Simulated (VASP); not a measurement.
# Rh (Fm-3m) in VASP: a series of runs, part 2 of 3

VASP 6.6.1. Earlier steps stand in the parts before.

## (3) Single point, LDA

This run uses another cell than the first one, of 13.23 Å³/atom.

INCAR reads:

```
SYSTEM = Rh
PREC = Accurate ; ENCUT = 520
EDIFF = 1E-6 ; ISMEAR = 0
SIGMA = 0.15 ; LREAL = .False.
LASPH = .True. ; NELM = 60
ALGO = Normal ; ISIF = 2
LWAVE = .False. ; LCHARG = .False.
GGA = CA ; NBANDS = 14
```

KPOINTS reads:

```
regular mesh
0
Gamma
  22 22 22
  0 0 0
```

POSCAR reads:

```
Rh
1.0
    0.0000000000      1.8770352617      1.8770352617
    1.8770352617      0.0000000000      1.8770352617
    1.8770352617      1.8770352617      0.0000000000
Rh
1
Direct
    0.0000000000      0.0000000000      0.0000000000
```

Potentials or basis: VASP PAW LDA potentials, release 64 (Rh_pv).

Started as:

```sh
$ cat potpaw_LDA.64/Rh_pv/POTCAR > POTCAR
$ mpirun -np 1 vasp_std > vasp.out
```

OUTCAR:

```text
SYSTEM = Rh
   PREC = Accurate
   ENCUT = 520
   EDIFF = 1E-6
   ISMEAR = 0
   LREAL = .False.
   LASPH = .True.
   NELM = 60
   ISIF = 2
   GGA = CA

 ion  position               nearest neighbor table
   1  0.000  0.000  0.000-

  LATTYP: Found a face centered cubic cell.
 ALAT       =     3.7540705234

  Lattice vectors:

 A1 = (   0.0000000000,   1.8770352617,   1.8770352617)
 A2 = (   1.8770352617,   0.0000000000,   1.8770352617)
 A3 = (   1.8770352617,   1.8770352617,   0.0000000000)

Analysis of symmetry for initial positions (statically):
=====================================================================
 Subroutine PRICEL returns:
 Original cell was already a primitive cell.

 Routine SETGRP: Setting up the symmetry group for a
 face centered cubic supercell.

 Subroutine GETGRP returns: Found 48 space group operations
 (whereof 48 operations were pure point group operations)
 out of a pool of 48 trial point group operations.

The static configuration has the point symmetry O_h .

Analysis of symmetry for dynamics (positions and initial velocities):
=====================================================================
 Subroutine PRICEL returns:
 Original cell was already a primitive cell.

 Routine SETGRP: Setting up the symmetry group for a
 face centered cubic supercell.

 Subroutine GETGRP returns: Found 48 space group operations
 (whereof 48 operations were pure point group operations)
 out of a pool of 48 trial point group operations.

The dynamic configuration has the point symmetry O_h .

 Subroutine INISYM returns: Found 48 space group operations
 (whereof 48 operations are pure point group operations),
 and found     1 'primitive' translations

----------------------------------------------------------------------------------------

                                     Primitive cell

  volume of cell :      13.2266

  direct lattice vectors                    reciprocal lattice vectors
     0.000000000  1.877035262  1.877035262    -0.266377521  0.266377521  0.266377521
     1.877035262  0.000000000  1.877035262     0.266377521 -0.266377521  0.266377521
     1.877035262  1.877035262  0.000000000     0.266377521  0.266377521 -0.266377521

  length of vectors
     2.654528724  2.654528724  2.654528724     0.461379401  0.461379401  0.461379401

  position of ions in fractional coordinates (direct lattice)
     0.000000000  0.000000000  0.000000000

  ion indices of the primitive-cell ions
   primitive index   ion index
                 1           1

----------------------------------------------------------------------------------------

 KPOINTS: regular mesh

Automatic generation of k-mesh.
 Grid dimensions read from file:
 generate k-points for:   22   22   22

 Generating k-lattice:

  Cartesian coordinates                     Fractional coordinates (reciprocal lattice)
    -0.012108069  0.012108069  0.012108069     0.045454545  0.000000000  0.000000000
     0.012108069 -0.012108069  0.012108069     0.000000000  0.045454545  0.000000000
     0.012108069  0.012108069 -0.012108069     0.000000000  0.000000000  0.045454545

  Length of vectors
     0.020971791  0.020971791  0.020971791

  Shift w.r.t. Gamma in fractional coordinates (k-lattice)
     0.000000000  0.000000000  0.000000000

 Subroutine IBZKPT returns following result:
 ===========================================

 Found    328 irreducible k-points:

 Following reciprocal coordinates:
            Coordinates               Weight
  0.000000  0.000000  0.000000      1.000000
  0.045455  0.000000  0.000000      8.000000
  0.090909  0.000000  0.000000      8.000000
  0.136364  0.000000  0.000000      8.000000
  0.181818  0.000000  0.000000      8.000000
  0.227273  0.000000  0.000000      8.000000
[... 16 lines left out ...]
  0.500000  0.045455  0.000000     24.000000
 -0.454545  0.045455  0.000000     24.000000
 [... further k-points ...]
   k-points           NKPTS =    328   k-points in BZ     NKDIM =    328   number of bands    NBANDS=     14
   number of dos      NEDOS =    301   number of ions     NIONS =      1
   total plane-waves  NPLWV =   8000
   dimension x,y,z NGX =    20 NGY =   20 NGZ =   20
   dimension x,y,z NGXF=    40 NGYF=   40 NGZF=   40
   ions per type =               1
   NGX,Y,Z   is equivalent  to a cutoff of  12.53, 12.53, 12.53 a.u.
   NGXF,Y,Z  is equivalent  to a cutoff of  25.05, 25.05, 25.05 a.u.
 SYSTEM =  Rh
   PREC   = accura    normal or accurate (medium, high low for compatibility)
   ISTART =      0    job   : 0-new  1-cont  2-samecut
   ICHARG =      2    charge: 1-file 2-atom 10-const
   ISPIN  =      1    spin polarized calculation?
   LNONCOLLINEAR =      F non collinear calculations
   LSORBIT =      F    spin-orbit coupling
   LASPH  =      T    aspherical Exc in radial PAW
   ENCUT  =  520.0 eV  38.22 Ry    6.18 a.u.   4.94  4.94  4.94*2*pi/ulx,y,z
   NELM   =     60;   NELMIN=  2; NELMDL= -5     # of ELM steps
   EDIFF  = 0.1E-05   stopping-criterion for ELM
   LREAL  =      F    real-space projection
   EDIFFG = 0.1E-04   stopping-criterion for IOM
   NSW    =      0    number of steps for IOM
   IBRION =     -1    ionic relax: 0-MD 1-quasi-New 2-CG
   NFREE  =      0    steps in history (QN), initial steepest desc. (CG)
   ISIF   =      2    stress and relaxation
   ISYM   =      2    0-nonsym 1-usesym 2-fastsym
   POTIM  = 0.5000    time-step for ionic-motion
   TEBEG  =    0.0;   TEEND  =   0.0 temperature during run
   PSTRESS=    0.0 pullay stress
   NELECT =      15.0000    total number of electrons
   NUPDOWN=      -1.0000    fix difference up-down
   EMIN   =  10.00;   EMAX   =-10.00  energy-range for DOS
   EFERMI =   0.00;   METHOD = LEGACY
   ISMEAR =     0;   SIGMA  =   0.15  broadening in eV -4-tet -1-fermi 0-gaus
   EFERMI_NEDOS =   21; number of points for ismear=-14 and -15
   IALGO  =     38    algorithm
   IMIX   =      4    mixing-type and parameters
     AMIX     =   0.40;   BMIX     =  1.00
     AMIX_MAG =   1.60;   BMIX_MAG =  1.00
  volume/ion in A,a.u.               =      13.23        89.26
  Fermi-wavevector in a.u.,A,eV,Ry     =   1.707220  3.226178 39.655542  2.914600
  Thomas-Fermi vector in A             =   2.786112
   LORBIT       =      0    0 simple, 1 ext, 2 COOP (PROOUT), +10 PAW based schemes
   GGA     = CA    functional components
   LHFCALC =     F    Hartree Fock is set to
   AEXX    =    0.0000 exact exchange contribution
   IVDW    =     0    specifies the selected vdW correction
   LEPSILON=     F    determine dielectric tensor
   LRPA    =     F    only Hartree local field effects (RPA)
 non-spin polarized calculation
 Gauss-broadening in eV      SIGMA  =   0.15
  energy-cutoff  :      520.00
  volume of cell :       13.23
 maximum number of plane-waves:       367
   NGX =  9   NGY =  9   NGZ =  9

 number of electron      15.0000002 magnetization

 Free energy of the ion-electron system (eV)
  ---------------------------------------------------
  ext. energy  EPLUGINS =         0.00000000
  ---------------------------------------------------
  free energy    TOTEN  =        -8.69076371 eV

  energy without entropy =       -8.67670076  energy(sigma->0) =       -8.68373224

 E-fermi :  12.4395     XC(G=0): -14.5998

 val. band max:       12.4377108598   @ k =   0.3182   0.1818   0.0455
 cond. band min:      12.4400675818   @ k =   0.3182   0.2727   0.0455
 fundamental gap:      0.0023567219
 Fermi energy:        12.4394534342

 k-point     1 :       0.0000    0.0000    0.0000
  band No.  band energies     occupation
      1     -33.7910      2.00000
      2     -33.7910      2.00000
      3     -33.7910      2.00000
      4       4.1241      2.00000
      5       9.1397      2.00000
      6       9.1397      2.00000
      7       9.1397      2.00000
      8      11.3982      2.00000
      9      11.3982      2.00000
     10      28.3511      0.00000
     11      32.6806      0.00000
     12      33.9798      0.00000
     13      33.9798      0.00000
     14      33.9798      0.00000
[... 375 lines left out ...]
 k-point    24 :      -0.4545    0.0455    0.0000
  band No.  band energies     occupation
      1     -34.6303      2.00000
      2     -33.9213      2.00000
      3     -33.9080      2.00000
      4       6.0137      2.00000
      5       9.0211      2.00000
      6       9.1270      2.00000
      7      12.1337      1.99606
      8      12.9645      0.00000
      9      13.9559      0.00000
     10      21.6041      0.00000
     11      28.0470      0.00000
     12      32.6816      0.00000
     13      33.6278      0.00000
     14      34.0824      0.00000

 [... further k-points ...]

------------------------ aborting loop because EDIFF is reached ----------------------------------------

  FORCE on cell =-STRESS in cart. coord.  units (eV):
  Direction    XX          YY          ZZ          XY          YZ          ZX
  --------------------------------------------------------------------------------------
  -------------------------------------------------------------------------------------
  Total        0.0751552      0.0751552      0.0751552     -0.0000000      0.0000000     -0.0000000
  in kB        9.1037925      9.1037925      9.1037925     -0.0000000      0.0000000     -0.0000000
  external PRESSURE =       9.1037925 kB  Pullay stress =       0.0000000 kB

 VOLUME and BASIS-vectors are now :
 -----------------------------------------------------------------------------
  energy-cutoff  :      520.00
  volume of cell :       13.23
      direct lattice vectors                 reciprocal lattice vectors
     0.000000000  1.877035262  1.877035262    -0.266377521  0.266377521  0.266377521
     1.877035262  0.000000000  1.877035262     0.266377521 -0.266377521  0.266377521
     1.877035262  1.877035262  0.000000000     0.266377521  0.266377521 -0.266377521

 POSITION                                       TOTAL-FORCE (eV/Angst)
 -----------------------------------------------------------------------------------
      0.00000      0.00000      0.00000        -0.000000      0.000000     -0.000000
 -----------------------------------------------------------------------------------
    total drift:                                0.000000      0.000000      0.000000

  FREE ENERGIE OF THE ION-ELECTRON SYSTEM (eV)
  ---------------------------------------------------
  free  energy   TOTEN  =        -8.6907637073 eV

  energy  without entropy=       -8.6767007634  energy(sigma->0) =       -8.68373224
```

OSZICAR:

```text
N       E                     dE             d eps       ncg     rms          rms(c)
DAV:   1     0.119533480972E+03    0.11953E+03   -0.86995E+03  9210   0.115E+03
DAV:   2    -0.768520108681E+01   -0.12722E+03   -0.12158E+03 10174   0.343E+02
DAV:   3    -0.925038357962E+01   -0.15652E+01   -0.15625E+01 10828   0.419E+01
DAV:   4    -0.925594283399E+01   -0.55593E-02   -0.55591E-02 10426   0.256E+00
DAV:   5    -0.925598965380E+01   -0.46820E-04   -0.46818E-04 10624   0.208E-01    0.117E+01
DAV:   6    -0.871943546289E+01    0.53655E+00   -0.86216E-01  9646   0.129E+01    0.402E+00
DAV:   7    -0.869617423170E+01    0.23261E-01   -0.18097E-02 10516   0.165E+00    0.184E+00
DAV:   8    -0.869093066577E+01    0.52436E-02   -0.46533E-03  9712   0.960E-01    0.224E-01
DAV:   9    -0.869075742433E+01    0.17324E-03   -0.15662E-04  9658   0.177E-01    0.450E-02
DAV:  10    -0.869076378870E+01   -0.63644E-05   -0.27467E-06 10266   0.193E-02    0.370E-03
DAV:  11    -0.869076370733E+01    0.81366E-07   -0.24198E-07  4958   0.688E-03
   1 F= -.86907637E+01 E0= -.86837322E+01  d E =-.140629E-01
```

stdout:

```text
POSCAR found type information on POSCAR Rh
 POSCAR found :  1 types and       1 ions
 scaLAPACK will be used
 LDA part: xc-table for (Slater(with rela. corr.)+CA(PZ))
 , standard interpolation
 POSCAR, INCAR and KPOINTS ok, starting setup
 FFT: planning ... GRIDC
 FFT: planning ... GRID_SOFT
 FFT: planning ... GRID
 WAVECAR not read
 entering main loop
```

It took 26 s on 1 thread of Intel Xeon Platinum 8559C (Emerald Rapids), shared host; peak memory 0.16 GiB.

What came out:

```yaml
Free_energy: -8.6908 eV
Pressure: 0.9 GPa
Band_gap_on_the_k_mesh: zero (an odd number of electrons rules out a gap without spin polarisation)
```

Levels at points of the mesh, in eV from the Fermi level:
```csv
k point,band 3,band 4,band 5,band 6,band 7,band 8,band 9,band 10,band 11,band 12
"(0.00, 0.00, 0.00)",-46.23,-8.32,-3.30,-3.30,-3.30,-1.04,-1.04,15.91,20.24,21.54
"(0.50, 0.00, 0.00)",-46.35,-6.50,-3.37,-3.37,0.63,0.63,0.66,9.00,15.44,20.24
"(0.50, 0.50, 0.00)",-46.54,-6.72,-6.35,0.61,1.07,1.07,3.26,12.75,13.44,13.44
```

## (4) Single point, LDA (13.93 Å³/atom)

This run uses another cell than the first one, of 13.93 Å³/atom.

INCAR reads:

```
SYSTEM = Rh
ALGO = Normal
EDIFF = 1E-6
ENCUT = 520
GGA = CA
ISIF = 2
ISMEAR = 0
LASPH = .True.
LCHARG = .False.
LREAL = .False.
LWAVE = .False.
NBANDS = 14
NELM = 60
PREC = Accurate
SIGMA = 0.15
```

KPOINTS reads:

```
k-points
0
Gamma
  22 22 22
  0 0 0
```

POSCAR reads:

```
Rh
1.0
    0.0000000000      1.9098290281      1.9098290281
    1.9098290281      0.0000000000      1.9098290281
    1.9098290281      1.9098290281      0.0000000000
Rh
1
Direct
    0.0000000000      0.0000000000      0.0000000000
```

Started as:

```sh
$ cat potpaw_LDA.64/Rh_pv/POTCAR > POTCAR
$ mpirun -np 1 vasp_std > vasp.out
```

Wall time 24 s (1 thread of Intel Xeon Platinum 8559C (Emerald Rapids), shared host); peak memory 0.16 GiB.

Results (log left out):

```
Free energy            : -8.6615 eV
Pressure               : -13.7 GPa
Band gap on the k mesh : zero (an odd number of electrons rules out a gap without spin polarisation)
```

Levels at points of the mesh, in eV from the Fermi level:
```tsv
k point	band 4	band 5	band 6	band 7	band 8	band 9	band 10	band 11
(0.00, 0.00, 0.00)	-7.93	-3.04	-3.04	-3.04	-0.96	-0.96	15.96	20.39
(0.50, 0.00, 0.00)	-6.06	-3.11	-3.11	0.57	0.57	0.71	8.45	15.48
(0.50, 0.50, 0.00)	-6.21	-5.87	0.55	0.97	0.97	3.19	12.07	13.13
```

Caveat: the cell stands under tension.

(Part 2 of 3 ends here.)
